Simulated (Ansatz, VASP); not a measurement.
## MgTe: VASP beside Ansatz

```
Mg Te
1.0
     4.52977    0.00000    0.00000
    -2.26488    3.92289    0.00000
     0.00000    0.00000    7.33751
Mg Te
2 2
Direct
  0.33333 0.66667 0.00045
  0.66667 0.33333 0.50045
  0.33333 0.66667 0.38455
  0.66667 0.33333 0.88455
```

Alike in both runs: task single point; functional PBE; k mesh 4 × 4 × 2; occupations fermi-dirac, width 0.01 eV; no spin polarisation.

|  | VASP | Ansatz |
| --- | --- | --- |
| version | VASP 6.6.1 | Ansatz 0.2.0 |
| potentials or method | VASP PAW PBE potentials, release 64 (Mg, Te), cutoff 600 eV | plane waves, PAW |
| valence electrons in the cell | 16 | 52 |

Ansatz gave:

* pressure (GPa): 2.2
* traceless stress, the component that is largest in VASP (GPa): -0.86
* rms of the force components (eV/Å): 0.115

Problem. Which values does VASP return?

Solution. Pressure (GPa): 2.2; traceless stress, the component that is largest in VASP (GPa): -0.86; rms of the force components (eV/Å): 0.116.

Atom by atom the forces differ by 0.001 eV/Å (rms over components). VASP's potentials hold 16 valence electrons a cell and Ansatz's 52, so a difference there can come from the potentials and not from the codes.

The k mesh is coarse, so the values compare programs but aren't converged. Spin-orbit coupling is off throughout.
